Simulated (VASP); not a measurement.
The system is Tc.

```
Tc
1.0
     0.00000    1.92500    1.92500
     1.92500    0.00000    1.92500
     1.92500    1.92500    0.00000
Tc
1
Direct
  0.00000 0.00000 0.00000
```

This isn't the form of Tc at room conditions, which is hcp.

| Item | Value |
| --- | --- |
| Program | VASP 6.6.1 |
| Task | relaxation of cell and atoms |
| Functional | LDA |
| Potentials or basis | VASP PAW LDA potentials, release 64 (Tc_pv) |
| Cutoff | 500 eV |
| k mesh | 9 × 9 × 9 |
| Occupations | fermi-dirac, width 0.1 eV |
| Spin | no spin polarisation |

At the start: pressure -9.7 GPa; volume 14.27 Å³/atom.

Q: Where does the relaxation end?

A: Over 4 steps the energy falls by 13.3 meV/atom and the volume is 13.84 Å³/atom (-3.0 %); space group Fm-3m (No. 225, to 0.1 Å) before and after.

Step by step:
| step | energy change (eV) | largest force (eV/Å) | pressure (GPa) | volume (Å³) |
| --- | --- | --- | --- | --- |
| 1 | 0.0000 | 0.0000 | -9.70 | 14.27 |
| 2 | 0.1376 | 0.0000 | 41.04 | 12.56 |
| 3 | -0.0133 | 0.0000 | -0.44 | 13.86 |
| 4 | -0.0133 | 0.0000 | -0.04 | 13.84 |

Final structure:
```yaml
crystal:
  lattice:
    - [0.00000, 1.90570, 1.90570]
    - [1.90570, 0.00000, 1.90570]
    - [1.90570, 1.90570, 0.00000]
  atoms:
    - { symbol: Tc, position: [0.00000, 0.00000, 0.00000] }
```
